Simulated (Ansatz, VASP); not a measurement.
**Two plane-wave programs on Zn**

The input INCAR:

```
SYSTEM = Zn
ALGO = Fast
EDIFF = 1E-7
EDIFFG = -0.01
ENCUT = 600
GGA = PE
IBRION = 2
ISIF = 3
ISMEAR = 0
LASPH = .TRUE.
LCHARG = .FALSE.
LREAL = .FALSE.
LWAVE = .FALSE.
NELM = 100
NSW = 100
PREC = Accurate
SIGMA = 0.1
```

KPOINTS

```
k-points
0
G
  24 24 12
  0 0 0
```

File POSCAR:

```
Zn
1.0
    2.6647980532      0.0000000000      0.0000000000
   -1.3323990266      2.3077828100      0.0000000000
    0.0000000000      0.0000000000      4.9467000000
Zn
2
Direct
    0.3333333333      0.6666666667      0.2500000000
    0.6666666667      0.3333333333      0.7500000000
```

Input for Ansatz:

```yaml
crystal:
  lattice:
    - [2.6647980532, 0.0, 0.0]
    - [-1.3323990266, 2.30778281, 0.0]
    - [0.0, 0.0, 4.9467]
  atoms:
    - { symbol: Zn, position: [0.3333333333, 0.6666666667, 0.25] }
    - { symbol: Zn, position: [0.6666666667, 0.3333333333, 0.75] }
basis:
  ecutwfc: 420
kpoints:
  mp_grid: { grid: [24, 24, 12] }
hamiltonian:
  xc: pbe
scf:
  occupations: { method: gaussian, width: 0.1 }
output:
  forces: true
  stress: true
  eigenvalues: true
relax:
  adjacent_minimum: "off"
  f_tol: 0.01
  max_steps: 80
  cell: { stress_tol: 0.05 }
```

Alike in both runs: task relaxation of cell and atoms; functional PBE; k mesh 24 × 24 × 12; occupations gaussian, width 0.1 eV; no spin polarisation.

```csv
,VASP,Ansatz
version,VASP 6.6.1,Ansatz 0.2.0
potentials or method,"VASP PAW PBE potentials, release 64 (Zn), cutoff 600 eV","scalar-relativistic, plane waves, PAW"
valence electrons in the cell,24,24
```

|  | VASP | Ansatz | Ansatz less VASP |
| --- | --- | --- | --- |
| gap on the k mesh at the Fermi level, each at its own relaxed structure (eV) | none | none | - |
| relaxed volume (Å³/atom) | 15.30 | 15.24 | -0.057 |
| relaxed cell length with the largest relative difference (Å) | 2.649 | 2.645 | -0.0041 |

A gap of «none» marks a metal or a gap that the smearing closes.
